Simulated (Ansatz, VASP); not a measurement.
Ag: VASP beside Ansatz

Contents of INCAR:

```
SYSTEM = Ag
  PREC = Accurate
  ENCUT = 520
  EDIFF = 1E-6
  ISMEAR = -1
  SIGMA = 0.1
  LREAL = .False.
  LASPH = .True.
  NELM = 80
  ALGO = Normal
  ISIF = 2
  LWAVE = .False.
  LCHARG = .True.
  GGA = PS
  LELF = .True.
  LVHAR = .True.
  NBANDS = 12
```

KPOINTS

```
regular mesh
0
Gamma
  16 16 16
  0 0 0
```

Contents of POSCAR:

```
Ag
1.0
    0.0000000000      1.7469443020      1.7469443020
    1.7469443020      0.0000000000      1.7469443020
    1.7469443020      1.7469443020      0.0000000000
Ag
1
Direct
    0.0000000000      0.0000000000      0.0000000000
```

Input for Ansatz:

```yaml
crystal:
  lattice:
    - [0.0, 1.746944302, 1.746944302]
    - [1.746944302, 0.0, 1.746944302]
    - [1.746944302, 1.746944302, 0.0]
  atoms:
    - { symbol: Ag, position: [0.0, 0.0, 0.0] }
kpoints:
  mp_grid: { grid: [16, 16, 16] }
  band_path:
    path:
      - [0.0, 0.0, 0.0]
      - [0.5, 0.0, 0.5]
      - [0.625, 0.25, 0.625]
      - [0.375, 0.375, 0.75]
      - [0.0, 0.0, 0.0]
      - [0.5, 0.5, 0.5]
      - [0.5, 0.25, 0.75]
      - [0.5, 0.0, 0.5]
    npoints: 8
scf:
  occupations: { method: fermi_dirac, width: 0.1 }
hamiltonian:
  xc: pbesol
  pseudopotentials: { kind: paw }
output:
  forces: true
  stress: true
  eigenvalues: true
  populations: true
  dos: { projected: true, de: 0.2, e_range: [-14, 8] }
```

Change from the starting cell: volume scaled by 0.64, PAW files.

Alike in both runs: task single point; functional PBEsol; k mesh 16 × 16 × 16; occupations fermi-dirac, width 0.1 eV; no spin polarisation.

|  | VASP | Ansatz |
| --- | --- | --- |
| version | VASP 6.6.1 | Ansatz 0.2.0 |
| potentials or method | VASP PAW PBE potentials, release 64 (Ag) | PAW with Ansatz's default frozen-core files, scalar-relativistic |
| plane-wave cutoff (eV) | 520 | 420 |
| valence electrons in the cell | 11 | 19 |

|  | VASP | Ansatz | Ansatz less VASP |
| --- | --- | --- | --- |
| pressure (GPa) | 182.4 | 183.3 | +0.91 |

VASP's potentials were made for PBE, not for PBEsol. Both programs put the cell under a high pressure, so it lies far from rest at this level. The functional is the same, so the differences come from potentials, cutoffs and numerics. VASP's potentials hold 11 valence electrons a cell and Ansatz's 19, so a difference there can come from the potentials and not from the codes.

Noted on VASP's run: the cell as given lies far from equilibrium.
